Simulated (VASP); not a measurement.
# Na (P6/mmm) in VASP: a series of runs

Na is run at these levels: PBE+D3(BJ), PBEsol+D4, PBE; tasks: single point.

All numbers are computed with VASP 6.6.1; they aren't measurements. Logs are shortened: lines on timing, memory, paths and dates and some standing lists are left out, and cuts for length are marked.

## 1. The cell of the first run

The structure is hexagonal, space group P6/mmm (No. 191). Conventional cell: a = 2.968 Å, b = 2.968 Å, c = 2.772 Å, α = 90.00°, β = 90.00°, γ = 120.00°. Within 3.7 Å of Na (site symmetry 6/mmm) lie 8 Na at 2.77 to 2.97 Å.

This isn't the form of Na at room conditions, which is bcc.

## 2. Single point, PBE+D3(BJ)

INCAR reads:

```
SYSTEM = Na
PREC = Accurate
ENCUT = 520
EDIFF = 1E-6
ISMEAR = -1
SIGMA = 0.08
LREAL = .False.
LASPH = .True.
NELM = 60
ALGO = Normal
ISIF = 2
LWAVE = .False.
LCHARG = .False.
GGA = PE
IVDW = 12
NBANDS = 10
```

KPOINTS reads:

```
regular mesh
0
Gamma
  13 13 12
  0 0 0
```

POSCAR reads:

```
Na
1.0
    2.9676470437      0.0000000000      0.0000000000
   -1.4838235219      2.5700577293      0.0000000000
    0.0000000000      0.0000000000      2.7724700201
Na
1
Direct
    0.0000000000      0.0000000000      0.0000000000
```

Potentials or basis: VASP PAW PBE potentials, release 64 (Na_pv).

Started as:

```sh
> cat potpaw_PBE.64/Na_pv/POTCAR > POTCAR
> mpirun -np 1 vasp_std > vasp.out
```

OUTCAR:

```text
SYSTEM = Na
   PREC = Accurate
   ENCUT = 520
   EDIFF = 1E-6
   ISMEAR = -1
   LREAL = .False.
   LASPH = .True.
   NELM = 60
   ISIF = 2
   GGA = PE
   IVDW = 12
 IVDW          = 12

 ion  position               nearest neighbor table
   1  0.000  0.000  0.000-

  LATTYP: Found a hexagonal cell.
 ALAT       =     2.9676470437
 C/A-ratio  =     0.9342317261

  Lattice vectors:

 A1 = (   2.9676470437,   0.0000000000,   0.0000000000)
 A2 = (  -1.4838235219,   2.5700577293,   0.0000000000)
 A3 = (   0.0000000000,   0.0000000000,   2.7724700201)

Analysis of symmetry for initial positions (statically):
=====================================================================
 Subroutine PRICEL returns:
 Original cell was already a primitive cell.

 Routine SETGRP: Setting up the symmetry group for a
 hexagonal supercell.

 Subroutine GETGRP returns: Found 24 space group operations
 (whereof 24 operations were pure point group operations)
 out of a pool of 24 trial point group operations.

The static configuration has the point symmetry D_6h.

Analysis of symmetry for dynamics (positions and initial velocities):
=====================================================================
 Subroutine PRICEL returns:
 Original cell was already a primitive cell.

 Routine SETGRP: Setting up the symmetry group for a
 hexagonal supercell.

 Subroutine GETGRP returns: Found 24 space group operations
 (whereof 24 operations were pure point group operations)
 out of a pool of 24 trial point group operations.

The dynamic configuration has the point symmetry D_6h.

 Subroutine INISYM returns: Found 24 space group operations
 (whereof 24 operations are pure point group operations),
 and found     1 'primitive' translations

----------------------------------------------------------------------------------------

                                     Primitive cell

  volume of cell :      21.1457

  direct lattice vectors                    reciprocal lattice vectors
     2.967647044  0.000000000  0.000000000     0.336967296  0.194548159  0.000000000
    -1.483823522  2.570057729  0.000000000     0.000000000  0.389096318  0.000000000
     0.000000000  0.000000000  2.772470020     0.000000000  0.000000000  0.360689202

  length of vectors
     2.967647044  2.967647044  2.772470020     0.389096318  0.389096318  0.360689202

  position of ions in fractional coordinates (direct lattice)
     0.000000000  0.000000000  0.000000000

  ion indices of the primitive-cell ions
   primitive index   ion index
                 1           1

----------------------------------------------------------------------------------------

 KPOINTS: regular mesh

Automatic generation of k-mesh.
 Grid dimensions read from file:
 generate k-points for:   13   13   12

 Generating k-lattice:

  Cartesian coordinates                     Fractional coordinates (reciprocal lattice)
     0.025920561  0.014965243  0.000000000     0.076923077  0.000000000  0.000000000
     0.000000000  0.029930486  0.000000000     0.000000000  0.076923077  0.000000000
     0.000000000  0.000000000  0.030057434     0.000000000  0.000000000  0.083333333

  Length of vectors
     0.029930486  0.029930486  0.030057434

  Shift w.r.t. Gamma in fractional coordinates (k-lattice)
     0.000000000  0.000000000  0.000000000

 Subroutine IBZKPT returns following result:
 ===========================================

 Found    147 irreducible k-points:

 Following reciprocal coordinates:
            Coordinates               Weight
  0.000000  0.000000  0.000000      1.000000
  0.076923  0.000000  0.000000      6.000000
  0.153846  0.000000  0.000000      6.000000
  0.230769  0.000000  0.000000      6.000000
  0.307692  0.000000  0.000000      6.000000
  0.384615 -0.000000  0.000000      6.000000
[... 16 lines left out ...]
  0.076923  0.000000  0.083333     12.000000
  0.153846  0.000000  0.083333     12.000000
 [... further k-points ...]
   k-points           NKPTS =    147   k-points in BZ     NKDIM =    147   number of bands    NBANDS=     10
   number of dos      NEDOS =    301   number of ions     NIONS =      1
   total plane-waves  NPLWV =  13824
   dimension x,y,z NGX =    24 NGY =   24 NGZ =   24
   dimension x,y,z NGXF=    48 NGYF=   48 NGZF=   48
   ions per type =               1
   NGX,Y,Z   is equivalent  to a cutoff of  13.44, 13.44, 14.39 a.u.
   NGXF,Y,Z  is equivalent  to a cutoff of  26.89, 26.89, 28.78 a.u.
 SYSTEM =  Na
   PREC   = accura    normal or accurate (medium, high low for compatibility)
   ISTART =      0    job   : 0-new  1-cont  2-samecut
   ICHARG =      2    charge: 1-file 2-atom 10-const
   ISPIN  =      1    spin polarized calculation?
   LNONCOLLINEAR =      F non collinear calculations
   LSORBIT =      F    spin-orbit coupling
   LASPH  =      T    aspherical Exc in radial PAW
   ENCUT  =  520.0 eV  38.22 Ry    6.18 a.u.   5.52  5.52  5.15*2*pi/ulx,y,z
   NELM   =     60;   NELMIN=  2; NELMDL= -5     # of ELM steps
   EDIFF  = 0.1E-05   stopping-criterion for ELM
   LREAL  =      F    real-space projection
   EDIFFG = 0.1E-04   stopping-criterion for IOM
   NSW    =      0    number of steps for IOM
   IBRION =     -1    ionic relax: 0-MD 1-quasi-New 2-CG
   NFREE  =      0    steps in history (QN), initial steepest desc. (CG)
   ISIF   =      2    stress and relaxation
   ISYM   =      2    0-nonsym 1-usesym 2-fastsym
   POTIM  = 0.5000    time-step for ionic-motion
   TEBEG  =    0.0;   TEEND  =   0.0 temperature during run
   PSTRESS=    0.0 pullay stress
   NELECT =       7.0000    total number of electrons
   NUPDOWN=      -1.0000    fix difference up-down
   EMIN   =  10.00;   EMAX   =-10.00  energy-range for DOS
   EFERMI =   0.00;   METHOD = LEGACY
   ISMEAR =    -1;   SIGMA  =   0.08  broadening in eV -4-tet -1-fermi 0-gaus
   EFERMI_NEDOS =   21; number of points for ismear=-14 and -15
   IALGO  =     38    algorithm
   IMIX   =      4    mixing-type and parameters
     AMIX     =   0.40;   BMIX     =  1.00
     AMIX_MAG =   1.60;   BMIX_MAG =  1.00
  volume/ion in A,a.u.               =      21.15       142.70
  Fermi-wavevector in a.u.,A,eV,Ry     =   1.132488  2.140092 17.449860  1.282529
  Thomas-Fermi vector in A             =   2.269189
   LORBIT       =      0    0 simple, 1 ext, 2 COOP (PROOUT), +10 PAW based schemes
   GGA     = PE    functional components
   LHFCALC =     F    Hartree Fock is set to
   AEXX    =    0.0000 exact exchange contribution
   IVDW    =    12    specifies the selected vdW correction
   LEPSILON=     F    determine dielectric tensor
   LRPA    =     F    only Hartree local field effects (RPA)
 non-spin polarized calculation
  energy-cutoff  :      520.00
  volume of cell :       21.15
 maximum number of plane-waves:       599
 NGX is ok and might be reduce to    24
   NGX = 11   NGY = 11   NGZ = 11

 number of electron       7.0000006 magnetization

 Free energy of the ion-electron system (eV)
  ---------------------------------------------------
  ext. energy  EPLUGINS =         0.00000000
  ---------------------------------------------------
  free energy    TOTEN  =        -0.83362105 eV

  energy without entropy =       -0.82617364  energy(sigma->0) =       -0.82989734

 E-fermi :   2.6493     XC(G=0):  -8.1809

 val. band max:        2.6036924288   @ k =   0.2308   0.1538   0.3333
 cond. band min:       2.6591087849   @ k =   0.4615  -0.0000   0.0000
 fundamental gap:      0.0554163561
 Fermi energy:         2.6492760627

 k-point     1 :       0.0000    0.0000    0.0000
  band No.  band energies     occupation
      1     -22.3581      2.00000
      2     -22.3581      2.00000
      3     -22.3348      2.00000
      4      -2.0792      2.00000
      5      14.1825      0.00000
      6      17.0477      0.00000
      7      17.2637      0.00000
      8      17.2637      0.00000
      9      18.9016      0.00000
     10      20.8687      0.00000

 k-point     2 :       0.0769    0.0000    0.0000
  band No.  band energies     occupation
      1     -22.3732      2.00000
      2     -22.3613      2.00000
      3     -22.3333      2.00000
      4      -1.9349      2.00000
      5      14.1374      0.00000
      6      15.4112      0.00000
      7      16.9339      0.00000
      8      17.1315      0.00000
      9      19.9588      0.00000
     10      21.4214      0.00000

 k-point     3 :       0.1538    0.0000    0.0000
  band No.  band energies     occupation
      1     -22.4148      2.00000
      2     -22.3702      2.00000
      3     -22.3290      2.00000
      4      -1.5063      2.00000
      5      12.7480      0.00000
      6      14.3427      0.00000
      7      16.2822      0.00000
      8      17.3829      0.00000
      9      19.5625      0.00000
     10      22.7353      0.00000

 k-point     4 :       0.2308    0.0000    0.0000
  band No.  band energies     occupation
      1     -22.4727      2.00000
      2     -22.3826      2.00000
      3     -22.3229      2.00000
      4      -0.8061      2.00000
      5      10.4522      0.00000
      6      14.1775      0.00000
      7      15.6461      0.00000
      8      17.8002      0.00000
      9      19.3828      0.00000
     10      24.4665      0.00000
[... 222 lines left out ...]
 k-point    22 :       0.0000    0.0000    0.0833
  band No.  band energies     occupation
      1     -22.3563      2.00000
      2     -22.3563      2.00000
      3     -22.3560      2.00000
      4      -1.9338      2.00000
      5      12.8182      0.00000
      6      17.3922      0.00000
      7      17.3922      0.00000
      8      18.3284      0.00000
      9      19.0358      0.00000
     10      20.8946      0.00000

 k-point    23 :       0.0769    0.0000    0.0833
  band No.  band energies     occupation
      1     -22.3715      2.00000
      2     -22.3595      2.00000
      3     -22.3540      2.00000
      4      -1.7902      2.00000
      5      12.8786      0.00000
      6      15.4987      0.00000
      7      17.0538      0.00000
      8      18.0953      0.00000
      9      20.2607      0.00000
     10      21.4480      0.00000

 k-point    24 :       0.1538    0.0000    0.0833
  band No.  band energies     occupation
      1     -22.4128      2.00000
      2     -22.3683      2.00000
      3     -22.3494      2.00000
      4      -1.3639      2.00000
      5      12.6589      0.00000
      6      13.4728      0.00000
      7      16.3906      0.00000
      8      17.5206      0.00000
      9      20.6278      0.00000
     10      22.7494      0.00000

 [... further k-points ...]

------------------------ aborting loop because EDIFF is reached ----------------------------------------

 Edisp (eV)   -0.27150

 E8    (eV) :    -0.1319

  FORCE on cell =-STRESS in cart. coord.  units (eV):
  Direction    XX          YY          ZZ          XY          YZ          ZX
  --------------------------------------------------------------------------------------
  -------------------------------------------------------------------------------------
  Total       1.37161     1.37161     1.32271    -0.00000    -0.00000     0.00000
  in kB     103.92465   103.92465   100.21993    -0.00000    -0.00000     0.00000
  external pressure =      102.69 kB  Pullay stress =        0.00 kB

 VOLUME and BASIS-vectors are now :
 -----------------------------------------------------------------------------
  energy-cutoff  :      520.00
  volume of cell :       21.15
      direct lattice vectors                 reciprocal lattice vectors
     2.967647044  0.000000000  0.000000000     0.336967296  0.194548159  0.000000000
    -1.483823522  2.570057729  0.000000000     0.000000000  0.389096318  0.000000000
     0.000000000  0.000000000  2.772470020     0.000000000  0.000000000  0.360689202

 POSITION                                       TOTAL-FORCE (eV/Angst)
 -----------------------------------------------------------------------------------
      0.00000      0.00000      0.00000        -0.000000      0.000000      0.000000
 -----------------------------------------------------------------------------------
    total drift:                                0.000000      0.000000     -0.000000

  FREE ENERGIE OF THE ION-ELECTRON SYSTEM (eV)
  ---------------------------------------------------
  free  energy   TOTEN  =        -1.1051169414 eV

  energy  without entropy=       -1.0976695309  energy(sigma->0) =       -1.10139324
```

Run time: 16 s. Hardware: 1 thread of AMD EPYC 7R43 (Zen 3), shared host; peak memory 0.12 GiB.

Results:

```yaml
Free_energy: -1.1051 eV
Pressure: 10.3 GPa
Band_gap_on_the_k_mesh: zero (an odd number of electrons rules out a gap without spin polarisation)
Dispersion_energy_per_atom: -0.272 eV
```

Stress tensor (GPa, compression positive):
```
10.39  0.00  0.00
 0.00 10.39  0.00
 0.00  0.00 10.02
```

Caveat: the cell stands under pressure.

## 3. Single point, PBEsol+D4

INCAR reads:

```
PREC     = Accurate       # precision mode
ENCUT    = 520            # plane-wave cutoff, eV
EDIFF    = 1E-6           # SCF threshold, eV
ISMEAR   = -1             # smearing method
SIGMA    = 0.08           # smearing width, eV
LREAL    = False          # projectors in reciprocal space
LASPH    = True           # aspherical terms in the spheres
NELM     = 80             # most SCF steps
ALGO     = Normal         # electronic algorithm
ISIF     = 2              # what is computed and relaxed
LWAVE    = False          # write WAVECAR
LCHARG   = False          # write CHGCAR
GGA      = PS             # functional
IVDW     = 13             # dispersion correction
NBANDS   = 10             # bands
```

KPOINTS reads:

```
regular mesh
0
Gamma
  13 13 12
```

POSCAR is that of step 2.

Potentials or basis: VASP PAW PBE potentials, release 64 (Na_pv).

Started as:

```sh
> cat potpaw_PBE.64/Na_pv/POTCAR > POTCAR
> mpirun -np 1 vasp_std > vasp.out
```

Run time: 17 s. Hardware: 1 thread of AMD EPYC 7R43 (Zen 3), shared host; peak memory 0.11 GiB.

The run converged. Its results:

```
Free energy                : -0.9677 eV
Pressure                   : 11.6 GPa
Band gap on the k mesh     : zero (an odd number of electrons rules out a gap without spin polarisation)
Dispersion energy per atom : -0.014 eV
```

Stress tensor (GPa, compression positive):
```
11.71  0.00  0.00
 0.00 11.71  0.00
 0.00  0.00 11.29
```

Levels at points of the mesh, in eV from the Fermi level:
| k point | band 1 | band 2 | band 3 | band 4 | band 5 | band 6 | band 7 | band 8 | band 9 |
| --- | --- | --- | --- | --- | --- | --- | --- | --- | --- |
| (0.00, 0.00, 0.00) | -24.87 | -24.87 | -24.84 | -4.73 | 11.52 | 14.39 | 14.62 | 14.62 | 16.26 |
| (0.00, 0.00, 0.50) | -25.16 | -24.84 | -24.84 | -0.28 | 0.74 | 18.10 | 18.10 | 18.73 | 18.73 |

Caveat: the cell stands under pressure; the PAW data sets were made with another functional, which shifts forces and pressure a little.

## 4. Single point, PBE

This run uses another cell than the first one, of 28.84 Å³/atom.

INCAR, as its differences from that of step 3:

```diff
@@ -7,3 +7,3 @@
 LASPH    = True           # aspherical terms in the spheres
-NELM     = 80             # most SCF steps
+NELM     = 60             # most SCF steps
 ALGO     = Normal         # electronic algorithm
@@ -12,4 +12,3 @@
 LCHARG   = False          # write CHGCAR
-GGA      = PS             # functional
-IVDW     = 13             # dispersion correction
+GGA      = PE             # functional
 NBANDS   = 10             # bands
```

KPOINTS reads:

```
Automatic mesh
0
Gamma
  13 13 12
```

POSCAR reads:

```
Na
1.0
    3.2940078011      0.0000000000      0.0000000000
   -1.6470039006      2.8526944360      0.0000000000
    0.0000000000      0.0000000000      3.0686028198
Na
1
Direct
    0.0000000000      0.0000000000      0.0000000000
```

Started as:

```sh
> cat potpaw_PBE.64/Na_pv/POTCAR > POTCAR
> mpirun -np 1 vasp_std > vasp.out
```

It took 17 s on 1 thread of AMD EPYC 7R43 (Zen 3), shared host; peak memory 0.12 GiB.

Results (log left out):

* Free energy: -1.1707 eV
* Pressure: 3.3 GPa
* Band gap on the k mesh: zero (an odd number of electrons rules out a gap without spin polarisation)

Levels at points of the mesh, in eV from the Fermi level:
```tsv
k point	band 1	band 2	band 3	band 4	band 5	band 6	band 7	band 8
(0.00, 0.00, 0.00)	-24.94	-24.94	-24.93	-3.89	9.95	11.75	12.43	12.43
(0.00, 0.00, 0.50)	-25.06	-24.93	-24.93	-0.12	0.40	15.29	15.29	15.78
```

Caveat: the cell stands under pressure.

## 5. Single point, PBE

This run uses another cell than the first one, of 32.68 Å³/atom.

INCAR reads:

```
SYSTEM = Na
PREC = Accurate
ENCUT = 520
EDIFF = 1E-7
ISMEAR = -1
SIGMA = 0.08
LREAL = .False.
LASPH = .True.
NELM = 80
ALGO = Normal
ISIF = 2
LWAVE = .False.
LCHARG = .False.
GGA = PE
NBANDS = 10
```

KPOINTS reads:

```
regular mesh
0
Gamma
  13 13 12
  0 0 0
```

POSCAR reads:

```
Na
1.0
    3.4317844388      0.0000000000      0.0000000000
   -1.7158922194      2.9720125043      0.0000000000
    0.0000000000      0.0000000000      3.2041112555
Na
1
Direct
    0.0000000000      0.0000000000      0.0000000000
```

Started as:

```sh
> cat potpaw_PBE.64/Na_pv/POTCAR > POTCAR
> mpirun -np 1 vasp_std > vasp.out
```

Wall time 28 s (1 thread of AMD EPYC 7R43 (Zen 3), shared host); peak memory 0.13 GiB.

It converged, with:

* Free energy: -1.2272 eV
* Pressure: 1.5 GPa
* Band gap on the k mesh: zero (an odd number of electrons rules out a gap without spin polarisation)

Levels at points of the mesh, in eV from the Fermi level:
```
           k point  band 2  band 3  band 4  band 5  band 6  band 7
(0.00, 0.00, 0.00)  -24.98  -24.97   -3.60    9.32   10.75   11.66
(0.00, 0.00, 0.50)  -24.97  -24.97   -0.07    0.27   14.27   14.27
```

## 6. Single point, PBE (32.68 Å³/atom)

This run uses another cell than the first one, of 32.68 Å³/atom.

INCAR reads:

```
PREC = Accurate
ENCUT = 520
EDIFF = 1E-6
ISMEAR = -1
SIGMA = 0.08
LREAL = False
LASPH = True
NELM = 80
ALGO = Normal
ISIF = 2
LWAVE = False
LCHARG = False
GGA = PE
NBANDS = 10
```

KPOINTS reads:

```
Automatic mesh
0
Gamma
  13 13 12
```

POSCAR is that of step 5.

Potentials or basis: VASP PAW PBE potentials, release 64 (Na_pv).

Started as:

```sh
> cat potpaw_PBE.64/Na_pv/POTCAR > POTCAR
> mpirun -np 1 vasp_std > vasp.out
```

It took 23 s on 1 thread of AMD EPYC 7R43 (Zen 3), shared host; peak memory 0.13 GiB.

It converged, with:

```
Free energy            : -1.2272 eV
Pressure               : 1.4 GPa
Band gap on the k mesh : zero (an odd number of electrons rules out a gap without spin polarisation)
```

Levels at points of the mesh, in eV from the Fermi level:
```
           k point  band 2  band 3  band 4  band 5  band 6  band 7
(0.00, 0.00, 0.00)  -24.98  -24.97   -3.60    9.32   10.75   11.66
(0.00, 0.00, 0.50)  -24.97  -24.97   -0.07    0.27   14.27   14.27
```

## 7. The runs side by side

| level | cell | gap on the mesh (eV) | pressure (GPa) |
| --- | --- | --- | --- |
| PBE+D3(BJ) | a = 2.968, b = 2.968, c = 2.772 Å, angles 90.0, 90.0, 120.0°, 1 atom | none | 10.3 |
| PBEsol+D4 | a = 2.968, b = 2.968, c = 2.772 Å, angles 90.0, 90.0, 120.0°, 1 atom | none | 11.6 |
| PBE | a = 3.294, b = 3.294, c = 3.069 Å, angles 90.0, 90.0, 120.0°, 1 atom | none | 3.3 |
| PBE | a = 3.432, b = 3.432, c = 3.204 Å, angles 90.0, 90.0, 120.0°, 1 atom | none | 1.4 |

Alike in all rows: task single point; potentials or basis VASP PAW PBE potentials, release 64 (Na_pv); no spin polarisation; k mesh 13 × 13 × 12; cutoff (eV) 520; smearing fermi-dirac 0.08 eV.

Caveats: the cell stands under pressure (at least some runs); the PAW data sets were made with another functional, which shifts forces and pressure a little (at least some runs).

Absolute energies hang on the potentials; compare differences alone.
